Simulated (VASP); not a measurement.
Here is a VASP 6.6.1 calculation.

Contents of INCAR:

```
SYSTEM = RbLa2Cl2
PREC = Accurate ; ENCUT = 600
EDIFF = 1E-7 ; ISMEAR = 0
SIGMA = 0.1 ; LREAL = .False.
LASPH = .True. ; NELM = 100
ALGO = Normal ; ISIF = 3
LWAVE = .False. ; LCHARG = .False.
GGA = PE ; IBRION = 2
NSW = 90 ; EDIFFG = -0.04
```

KPOINTS

```
Automatic mesh
0
Gamma
  6 6 4
  0 0 0
```

The input POSCAR:

```
RbLa2Cl2
1.0
    5.3639140700      0.0000000000      0.0000000000
   -2.6819570400      4.6452858500      0.0000000000
    0.0000000000      0.0000000000      7.2268413000
Rb La Cl
1 2 2
Direct
    0.0000000000      0.0000000000      0.5000000000
    0.3333333300      0.6666666700      0.5000000000
    0.6666666700      0.3333333300      0.5000000000
    0.3333333300      0.6666666700      0.0000000000
    0.6666666700      0.3333333300      0.0000000000
```

Potentials or basis: VASP PAW PBE potentials, release 64 (Rb_sv, La, Cl).

Launch:

```sh
$ cat potpaw_PBE.64/Rb_sv/POTCAR potpaw_PBE.64/La/POTCAR potpaw_PBE.64/Cl/POTCAR > POTCAR
$ mpirun -np 1 vasp_std > vasp.out
```

Q: Predict the relaxed volume.

A: 48.91 Å³/atom.

Q: What does it give for the space group after relaxing (to 0.05 Å)?

A: P6/mmm (No. 191).

Q: Predict the relaxed cell.

A: a = 7.116 Å, b = 7.116 Å, c = 5.575 Å, α = 90.00°, β = 90.00°, γ = 120.00°.

Stress tensor (GPa, compression positive):
```
-0.03  0.00  0.00
 0.00 -0.03  0.00
 0.00  0.00 -0.13
```

Caveat: the volume moved by over 15 % at a fixed basis, so the end points are rough; an odd number of electrons without spin polarisation forces a metal; a magnetic or distorted state may lie lower.
